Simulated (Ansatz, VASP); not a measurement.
**Two plane-wave programs on W2AuN3**

File INCAR:

```
ALGO = Normal
EDIFF = 1E-7
EDIFFG = -0.08
ENCUT = 600
GGA = PE
GGA_COMPAT = F
IBRION = 2
ISIF = 3
ISMEAR = 0
LASPH = T
LCHARG = F
LREAL = F
LWAVE = F
NELM = 120
NELMIN = 4
NSW = 36
PREC = Accurate
SIGMA = 0.15
```

The input KPOINTS:

```
k-points
0
Gamma
  3 3 3
```

POSCAR

```
W2AuN3
1.0
    2.7100061700      1.5646227900      3.2236322700
   -2.7100061700      1.5646227900      3.2236322700
    0.0000000000     -3.1292455800      3.2236322700
W Au N
2 1 3
Direct
    0.7226647100      0.7226647100      0.7226647100
    0.2773352900      0.2773352900      0.2773352900
    0.5000000000      0.5000000000      0.5000000000
    0.0000000000      0.0000000000      0.5000000000
    0.5000000000      0.0000000000      0.0000000000
    0.0000000000      0.5000000000      0.0000000000
```

Input for Ansatz:

```yaml
crystal:
  lattice:
    - [2.71000617, 1.56462279, 3.22363227]
    - [-2.71000617, 1.56462279, 3.22363227]
    - [0.0, -3.12924558, 3.22363227]
  atoms:
    - { symbol: W, position: [0.72266471, 0.72266471, 0.72266471] }
    - { symbol: W, position: [0.27733529, 0.27733529, 0.27733529] }
    - { symbol: Au, position: [0.5, 0.5, 0.5] }
    - { symbol: "N", position: [0.0, 0.0, 0.5] }
    - { symbol: "N", position: [0.5, 0.0, 0.0] }
    - { symbol: "N", position: [0.0, 0.5, 0.0] }
basis:
  ecutwfc: 420
kpoints:
  mp_grid: { grid: [3, 3, 3] }
hamiltonian:
  xc: pbe
scf:
  occupations: { method: gaussian, width: 0.15 }
  lower_state_search: "off"
output:
  forces: true
  stress: true
  eigenvalues: true
relax:
  adjacent_minimum: "off"
  f_tol: 0.08
  max_steps: 16
  cell: { stress_tol: 0.8 }
```

Alike in both runs: task relaxation of cell and atoms; functional PBE; k mesh 3 × 3 × 3; occupations gaussian, width 0.15 eV; no spin polarisation.

```csv
,VASP,Ansatz
version,VASP 6.6.1,Ansatz 0.2.0
potentials or method,"VASP PAW PBE potentials, release 64 (W_sv, Au, N), cutoff 600 eV","scalar-relativistic, plane waves, PAW"
valence electrons in the cell,54,62
```

|  | VASP | Ansatz | Ansatz less VASP |
| --- | --- | --- | --- |
| gap on the k mesh at the Fermi level, each at its own relaxed structure (eV) | none | none | - |
| relaxed volume (Å³/atom) | 17.47 | 17.41 | -0.064 |
| relaxed cell length with the largest relative difference (Å) | 4.782 | 4.778 | -0.0045 |

A gap of «none» marks a metal or a gap that the smearing closes. VASP's potentials hold 54 valence electrons a cell and Ansatz's 62, so a difference there can come from the potentials and not from the codes.

The k mesh is coarse, so the values compare programs but aren't converged. Spin-orbit coupling is off throughout. Noted on VASP's run: the volume moved by over 15 % at a fixed basis, so the end points are rough.
